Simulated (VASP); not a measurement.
# KBr (Immm) in VASP: notebook

KBr is run at these levels: r2SCAN; tasks: single point.

Program: VASP 6.6.1. These are calculated values, not measurements. Logs are shortened: lines on timing, memory, paths and dates and some standing lists are left out, and cuts for length are marked.

## Step 1: The cell of the first run

Symmetry: Immm, No. 71, orthorhombic system. Conventional cell: a = 4.540 Å, b = 4.773 Å, c = 6.585 Å, α = 90.00°, β = 90.00°, γ = 90.00°. Within 4.3 Å of K (site symmetry mmm) lie 6 Br at 3.29 Å. Br (site symmetry mmm) has 6 K at 3.29 Å within 4.3 Å.

## Step 2: Single point, r2SCAN (strain -0.0500 x Voigt [0, 0, 0, 1, 0, 0])

File POSCAR:

```
KBr
1.0
    0.0000000000      3.2101875000      3.2101875000
    3.2925000000     -0.0823125000      3.2925000000
    3.2925000000      3.2925000000     -0.0823125000
K Br
1 1
Direct
    0.0000000000      0.0000000000      0.0000000000
    0.5000000000      0.5000000000      0.5000000000
```

File INCAR.step1:

```
SYSTEM = KBr
ALGO = Normal ; EDIFF = 1E-4
ENCUT = 520 ; GGA = PE
ISMEAR = 0 ; LASPH = .TRUE.
LCHARG = .FALSE. ; LREAL = .FALSE.
LWAVE = .TRUE. ; NBANDS = 15
NELM = 80 ; PREC = Accurate
SIGMA = 0.05
```

File INCAR.step2:

```
SYSTEM = KBr
ALGO = Normal ; EDIFF = 1E-6
ENCUT = 520 ; ISIF = 2
ISMEAR = 0 ; ISTART = 1
LASPH = .TRUE. ; LCHARG = .FALSE.
LMIXTAU = .TRUE. ; LREAL = .FALSE.
LWAVE = .FALSE. ; METAGGA = R2SCAN
NBANDS = 15 ; NELM = 80
PREC = Accurate ; SIGMA = 0.05
```

File KPOINTS:

```
k-points
0
G
  6 6 6
  0 0 0
```

Potentials or basis: VASP PAW PBE potentials, release 64 (K_sv, Br).

Run with:

```console
> cat potpaw_PBE.64/K_sv/POTCAR potpaw_PBE.64/Br/POTCAR > POTCAR
> cp INCAR.step1 INCAR
> mpirun -np 1 vasp_std > vasp.out
> cp INCAR.step2 INCAR
> mpirun -np 1 vasp_std > vasp.out
```

OUTCAR:

```text
SYSTEM = KBr
   EDIFF = 1E-6
   ENCUT = 520
   ISIF = 2
   ISMEAR = 0
   ISTART = 1
   LASPH = .TRUE.
   LREAL = .FALSE.
   METAGGA = R2SCAN
   NELM = 80
   PREC = Accurate

 ion  position               nearest neighbor table
   1  0.000  0.000  0.000-   2 3.29   2 3.29   2 3.29   2 3.29   2 3.29   2 3.29
   2  0.500  0.500  0.500-   1 3.29   1 3.29   1 3.29   1 3.29   1 3.29   1 3.29

  LATTYP: Found a body centered orthorhombic cell.
 ALAT       =     4.5398907003
 B/A-ratio  =     1.0512820513
 C/A-ratio  =     1.4504754486

  Lattice vectors:

 A1 = (  -3.2925000000,   0.0823125000,  -3.2925000000)
 A2 = (  -3.2925000000,  -0.0823125000,   3.2925000000)
 A3 = (   3.2925000000,   3.2925000000,  -0.0823125000)

Analysis of symmetry for initial positions (statically):
=====================================================================
 Subroutine PRICEL returns:
 Original cell was already a primitive cell.

 Routine SETGRP: Setting up the symmetry group for a
 body centered orthorhombic supercell.

 Subroutine GETGRP returns: Found  8 space group operations
 (whereof  8 operations were pure point group operations)
 out of a pool of  8 trial point group operations.

The static configuration has the point symmetry D_2h.

Analysis of symmetry for dynamics (positions and initial velocities):
=====================================================================
 Subroutine PRICEL returns:
 Original cell was already a primitive cell.

 Routine SETGRP: Setting up the symmetry group for a
 body centered orthorhombic supercell.

 Subroutine GETGRP returns: Found  8 space group operations
 (whereof  8 operations were pure point group operations)
 out of a pool of  8 trial point group operations.

The dynamic configuration has the point symmetry D_2h.

 Subroutine INISYM returns: Found  8 space group operations
 (whereof  8 operations are pure point group operations),
 and found     1 'primitive' translations

----------------------------------------------------------------------------------------

                                     Primitive cell

  volume of cell :      71.3404

  direct lattice vectors                    reciprocal lattice vectors
     0.000000000  3.210187500  3.210187500    -0.151860289  0.155754142  0.155754142
     3.292500000 -0.082312500  3.292500000     0.151860289 -0.148156379  0.148156379
     3.292500000  3.292500000 -0.082312500     0.151860289  0.148156379 -0.148156379

  length of vectors
     4.539890700  4.657025644  4.657025644     0.267544861  0.258770502  0.258770502

  position of ions in fractional coordinates (direct lattice)
     0.000000000  0.000000000  0.000000000
     0.500000000  0.500000000  0.500000000
[... 92 lines left out ...]
   ISMEAR =     0;   SIGMA  =   0.05  broadening in eV -4-tet -1-fermi 0-gaus
   EFERMI_NEDOS =   21; number of points for ismear=-14 and -15
   IALGO  =     38    algorithm
   IMIX   =      4    mixing-type and parameters
     AMIX     =   0.40;   BMIX     =  1.00
     AMIX_MAG =   1.60;   BMIX_MAG =  1.00
  volume/ion in A,a.u.               =      35.67       240.71
  Fermi-wavevector in a.u.,A,eV,Ry     =   0.994648  1.879613 13.460587  0.989325
  Thomas-Fermi vector in A             =   2.126614
   LORBIT       =      0    0 simple, 1 ext, 2 COOP (PROOUT), +10 PAW based schemes
   METAGGA = R2SCAN    functional components
   LHFCALC =     F    Hartree Fock is set to
   AEXX    =    0.0000 exact exchange contribution
   IVDW    =     0    specifies the selected vdW correction
   LEPSILON=     F    determine dielectric tensor
   LRPA    =     F    only Hartree local field effects (RPA)
 non-spin polarized calculation
 Gauss-broadening in eV      SIGMA  =   0.05
  energy-cutoff  :      520.00
  volume of cell :       71.34
 maximum number of plane-waves:      1945
 NGX is ok and might be reduce to    36
   NGX = 17   NGY = 17   NGZ = 17

 number of electron      16.0000001 magnetization

 Free energy of the ion-electron system (eV)
  ---------------------------------------------------
  ext. energy  EPLUGINS =         0.00000000
  ---------------------------------------------------
  free energy    TOTEN  =       -23.24517645 eV

  energy without entropy =      -23.24517645  energy(sigma->0) =      -23.24517645

 E-fermi :  -1.8008     XC(G=0):  -7.7817

 val. band max:       -2.0544645164   @ k =   0.0000   0.0000   0.0000
 cond. band min:       2.9770464767   @ k =   0.0000   0.0000   0.0000
 fundamental gap:      5.0315109931
 Fermi energy:        -1.8008060345

 k-point     1 :       0.0000    0.0000    0.0000
  band No.  band energies     occupation
      1     -30.9909      2.00000
      2     -14.8530      2.00000
      3     -13.7002      2.00000
      4     -13.6972      2.00000
      5     -13.6941      2.00000
      6      -2.1683      2.00000
      7      -2.1183      2.00000
      8      -2.0545      2.00000
      9       2.9770      0.00000
     10       5.9134      0.00000
     11       6.1251      0.00000
     12       6.3328      0.00000
     13       7.1059      0.00000
     14       7.1199      0.00000
[... 401 lines left out ...]
      2     -14.9558      2.00000
      3     -13.7226      2.00000
      4     -13.7063      2.00000
      5     -13.5226      2.00000
      6      -3.1253      2.00000
      7      -2.5346      2.00000
      8      -2.5117      2.00000
      9       5.1938      0.00000
     10       6.4399      0.00000
     11       8.0735      0.00000
     12       8.3163      0.00000
     13       8.5000      0.00000
     14       8.6255      0.00000
     15       9.7874      0.00000

 [... further k-points ...]

------------------------ aborting loop because EDIFF is reached ----------------------------------------

  FORCE on cell =-STRESS in cart. coord.  units (eV):
  Direction    XX          YY          ZZ          XY          YZ          ZX
  --------------------------------------------------------------------------------------
  -------------------------------------------------------------------------------------
  Total        0.0721071      0.0797711      0.0797711      0.0000000      0.1170804      0.0000000
  in kB        1.6193952      1.7915155      1.7915155      0.0000000      2.6294139      0.0000000
  external PRESSURE =       1.7341421 kB  Pullay stress =       0.0000000 kB

 VOLUME and BASIS-vectors are now :
 -----------------------------------------------------------------------------
  energy-cutoff  :      520.00
  volume of cell :       71.34
      direct lattice vectors                 reciprocal lattice vectors
     0.000000000  3.210187500  3.210187500    -0.151860289  0.155754142  0.155754142
     3.292500000 -0.082312500  3.292500000     0.151860289 -0.148156379  0.148156379
     3.292500000  3.292500000 -0.082312500     0.151860289  0.148156379 -0.148156379

 POSITION                                       TOTAL-FORCE (eV/Angst)
 -----------------------------------------------------------------------------------
      0.00000      0.00000      0.00000        -0.000000     -0.000000      0.000000
      3.29250      3.21019      3.21019         0.000000      0.000000     -0.000000
 -----------------------------------------------------------------------------------
    total drift:                                0.000000      0.000000      0.000000

  FREE ENERGIE OF THE ION-ELECTRON SYSTEM (eV)
  ---------------------------------------------------
  free  energy   TOTEN  =       -23.2451764502 eV

  energy  without entropy=      -23.2451764502  energy(sigma->0) =      -23.24517645
```

Run time: 6.3 min. Hardware: 1 thread of AMD EPYC 7R13 (Zen 3), shared host; peak memory 0.2 GiB.

Results:

| Item | Value |
| --- | --- |
| Free energy | -23.2452 eV |
| Pressure | 0.2 GPa |
| Band gap on the k mesh | 5.03 eV, direct |

Levels at points of the mesh, in eV from the valence-band top:
| k point | band 4 | band 5 | band 6 | band 7 | band 8 | band 9 | band 10 | band 11 | band 12 | band 13 |
| --- | --- | --- | --- | --- | --- | --- | --- | --- | --- | --- |
| (0.00, 0.00, 0.00) | -11.64 | -11.64 | -0.11 | -0.06 | 0.00 | 5.03 | 7.97 | 8.18 | 8.39 | 9.16 |
| (0.50, 0.00, 0.00) | -11.64 | -11.40 | -1.24 | -0.47 | -0.40 | 7.07 | 8.90 | 10.41 | 10.55 | 10.69 |
| (0.00, 0.50, 0.00) | -11.64 | -11.38 | -1.25 | -0.39 | -0.31 | 7.10 | 8.74 | 10.32 | 10.57 | 10.72 |
| (0.50, 0.50, 0.00) | -11.68 | -11.68 | -0.90 | -0.35 | -0.35 | 6.29 | 7.98 | 10.11 | 10.13 | 10.50 |
| (0.00, 0.50, 0.50) | -11.68 | -11.68 | -0.89 | -0.43 | -0.27 | 6.28 | 8.00 | 10.11 | 10.17 | 10.52 |

Caveat: the cell differs from its parent crystal (strain -0.0500 x Voigt [0, 0, 0, 1, 0, 0]); the PAW data sets were made with another functional, which shifts forces and pressure a little.

## Step 3: Single point, r2SCAN (strain +0.0250 x Voigt [0, 0, 0, 1, 0, 0])

File POSCAR:

```
KBr
1.0
    0.0000000000      3.3336562500      3.3336562500
    3.2925000000      0.0411562500      3.2925000000
    3.2925000000      3.2925000000      0.0411562500
K Br
1 1
Direct
    0.0000000000      0.0000000000      0.0000000000
    0.5000000000      0.5000000000      0.5000000000
```

File INCAR.step1:

```
  ALGO = Normal
  EDIFF = 1E-4
  ENCUT = 520
  GGA = PE
  ISMEAR = 0
  LASPH = True
  LCHARG = False
  LREAL = False
  LWAVE = True
  NBANDS = 15
  NELM = 80
  PREC = Accurate
  SIGMA = 0.05
```

File INCAR.step2:

```
  ALGO = Normal
  EDIFF = 1E-7
  ENCUT = 520
  ISIF = 2
  ISMEAR = 0
  ISTART = 1
  LASPH = True
  LCHARG = False
  LMIXTAU = True
  LREAL = False
  LWAVE = False
  METAGGA = R2SCAN
  NBANDS = 15
  NELM = 80
  PREC = Accurate
  SIGMA = 0.05
```

File KPOINTS:

```
k-points
0
Gamma
  6 6 6
```

Potentials or basis: VASP PAW PBE potentials, release 64 (K_sv, Br).

Run with:

```console
> cat potpaw_PBE.64/K_sv/POTCAR potpaw_PBE.64/Br/POTCAR > POTCAR
> cp INCAR.step1 INCAR
> mpirun -np 1 vasp_std > vasp.out
> cp INCAR.step2 INCAR
> mpirun -np 1 vasp_std > vasp.out
```

OUTCAR:

```text
EDIFF = 1E-7
   ENCUT = 520
   ISIF = 2
   ISMEAR = 0
   ISTART = 1
   LASPH = True
   LREAL = False
   METAGGA = R2SCAN
   NELM = 80
   PREC = Accurate

 ion  position               nearest neighbor table
   1  0.000  0.000  0.000-   2 3.29   2 3.29   2 3.29   2 3.29   2 3.29   2 3.29
   2  0.500  0.500  0.500-   1 3.29   1 3.29   1 3.29   1 3.29   1 3.29   1 3.29

  LATTYP: Found a body centered orthorhombic cell.
 ALAT       =     4.5980944272
 B/A-ratio  =     1.0253164557
 C/A-ratio  =     1.4321149999

  Lattice vectors:

 A1 = (  -3.2925000000,   3.2925000000,   0.0411562500)
 A2 = (  -3.2925000000,  -3.2925000000,  -0.0411562500)
 A3 = (   3.2925000000,   0.0411562500,   3.2925000000)

Analysis of symmetry for initial positions (statically):
=====================================================================
 Subroutine PRICEL returns:
 Original cell was already a primitive cell.

 Routine SETGRP: Setting up the symmetry group for a
 body centered orthorhombic supercell.

 Subroutine GETGRP returns: Found  8 space group operations
 (whereof  8 operations were pure point group operations)
 out of a pool of  8 trial point group operations.
[... 177 lines left out ...]
      6      -2.1475      2.00000
      7      -2.1209      2.00000
      8      -2.0908      2.00000
      9       2.9773      0.00000
     10       6.0122      0.00000
     11       6.1175      0.00000
     12       6.2218      0.00000
     13       7.1015      0.00000
     14       7.1050      0.00000
[... 401 lines left out ...]
      2     -14.9747      2.00000
      3     -13.7173      2.00000
      4     -13.7109      2.00000
      5     -13.5050      2.00000
      6      -3.1551      2.00000
      7      -2.5404      2.00000
      8      -2.4031      2.00000
      9       5.2320      0.00000
     10       6.2539      0.00000
     11       7.9700      0.00000
     12       8.2227      0.00000
     13       8.5872      0.00000
     14       8.8183      0.00000
     15       9.7853      0.00000

 [... further k-points ...]

------------------------ aborting loop because EDIFF is reached ----------------------------------------

  FORCE on cell =-STRESS in cart. coord.  units (eV):
  Direction    XX          YY          ZZ          XY          YZ          ZX
  --------------------------------------------------------------------------------------
  -------------------------------------------------------------------------------------
  Total        0.0765863      0.0785794      0.0785794     -0.0000000     -0.0581279      0.0000000
  in kB        1.7191826      1.7639245      1.7639245     -0.0000000     -1.3048345      0.0000000
  external PRESSURE =       1.7490105 kB  Pullay stress =       0.0000000 kB

 VOLUME and BASIS-vectors are now :
 -----------------------------------------------------------------------------
  energy-cutoff  :      520.00
  volume of cell :       71.37
      direct lattice vectors                 reciprocal lattice vectors
     0.000000000  3.333656250  3.333656250    -0.151860289  0.149985470  0.149985470
     3.292500000  0.041156250  3.292500000     0.151860289 -0.153782571  0.153782571
     3.292500000  3.292500000  0.041156250     0.151860289  0.153782571 -0.153782571

 POSITION                                       TOTAL-FORCE (eV/Angst)
 -----------------------------------------------------------------------------------
      0.00000      0.00000      0.00000         0.000000      0.000000      0.000000
      3.29250      3.33366      3.33366        -0.000000     -0.000000     -0.000000
 -----------------------------------------------------------------------------------
    total drift:                                0.000000      0.000000      0.000000

  FREE ENERGIE OF THE ION-ELECTRON SYSTEM (eV)
  ---------------------------------------------------
  free  energy   TOTEN  =       -23.2474045598 eV

  energy  without entropy=      -23.2474045598  energy(sigma->0) =      -23.24740456
```

OSZICAR.step1:

```text
N       E                     dE             d eps       ncg     rms          rms(c)
DAV:   1     0.100278216248E+03    0.10028E+03   -0.68434E+03  1380   0.933E+02
DAV:   2    -0.701188873827E-01   -0.10035E+03   -0.93382E+02  1786   0.231E+02
DAV:   3    -0.612163286445E+01   -0.60515E+01   -0.60162E+01  1919   0.502E+01
DAV:   4    -0.638116111802E+01   -0.25953E+00   -0.25946E+00  2055   0.886E+00
DAV:   5    -0.638317144633E+01   -0.20103E-02   -0.20103E-02  1954   0.881E-01    0.315E+00
DAV:   6    -0.621285551784E+01    0.17032E+00   -0.21603E-01  1744   0.224E+00    0.230E+00
DAV:   7    -0.620184373520E+01    0.11012E-01   -0.10767E-01  1870   0.176E+00    0.103E+00
DAV:   8    -0.621069020064E+01   -0.88465E-02   -0.12099E-02  1520   0.793E-01    0.111E-01
DAV:   9    -0.621151373780E+01   -0.82354E-03   -0.82777E-04  1870   0.176E-01    0.781E-02
DAV:  10    -0.621178724180E+01   -0.27350E-03   -0.26952E-04  1435   0.947E-02    0.113E-02
DAV:  11    -0.621180430634E+01   -0.17065E-04   -0.21585E-05  1390   0.294E-02
   1 F= -.62118043E+01 E0= -.62118043E+01  d E =-.140672E-13
```

It used 370 s of CPU time on 1 thread of AMD EPYC 7R13 Processor (Zen 3) (shared host).

What came out:

```
Free energy            : -23.2474 eV
Pressure               : 0.2 GPa
Band gap on the k mesh : 5.07 eV, direct
```

Stress tensor (GPa, compression positive):
```
 0.17  0.00  0.00
 0.00  0.18 -0.13
 0.00 -0.13  0.18
```

Levels at points of the mesh, in eV from the valence-band top:
| k point | band 6 | band 7 | band 8 | band 9 | band 10 | band 11 |
| --- | --- | --- | --- | --- | --- | --- |
| (0.00, 0.00, 0.00) | -0.06 | -0.03 | 0.00 | 5.07 | 8.10 | 8.21 |
| (0.50, 0.00, 0.00) | -1.21 | -0.36 | -0.32 | 7.13 | 8.82 | 10.43 |
| (0.00, 0.50, 0.00) | -1.21 | -0.40 | -0.37 | 7.11 | 8.90 | 10.48 |
| (0.50, 0.50, 0.00) | -0.86 | -0.32 | -0.32 | 6.32 | 8.02 | 10.14 |
| (0.00, 0.50, 0.50) | -0.86 | -0.36 | -0.28 | 6.32 | 8.03 | 10.15 |

Caveat: the cell differs from its parent crystal (strain +0.0250 x Voigt [0, 0, 0, 1, 0, 0]); the PAW data sets were made with another functional, which shifts forces and pressure a little.

(Part 1 of 2 ends here.)
